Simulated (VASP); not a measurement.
Runs of VASP 6.6.1 on EuS. The structure is that of space group Fm-3m (No. 225), or close to it. The cells are those of the table. 

```tsv
cell	gap on the mesh (eV)	pressure (GPa)	moment (μB)
a = 4.067 Å, angles 60.0°, 2 atoms	none	3.5	(b)
a = 4.315 Å, angles 60.0°, 2 atoms	none	-5.3	7.00
a = 4.177 Å, angles 60.0°, 2 atoms	none	-1.3	6.99
a = 4.141 Å, angles 60.0°, 2 atoms	none	(a)	6.99
a = 4.348 Å, angles 60.0°, 2 atoms	none	-6.0	7.00
a = 4.104 Å, angles 60.0°, 2 atoms	none	1.6	6.98
```

Alike in all rows: task single point; level r2SCAN; potentials or basis VASP PAW PBE potentials, release 64 (Eu, S); spin collinear, ferromagnetic start; k mesh 8 × 8 × 8; cutoff (eV) 800; smearing methfessel-paxton 0.1 eV.

Question: Fill in the values left out.

Answer: (a) 0.1; (b) 6.97.

Caveats: the PAW data sets were made with another functional, which shifts forces and pressure a little; spin-orbit coupling is left out, which moves the levels of the heavy elements; a cell with one magnetic atom can't hold antiferromagnetic order, which such compounds often take; semilocal functionals describe open f shells poorly, which spoils levels, moments and volumes; the cell stands under tension (at least some runs); the cell stands under pressure (at least some runs).

A k mesh can miss the band edges, and the runs leave out spin-orbit coupling on Eu.

A gap of «none» marks levels without a gap at the run's occupations.
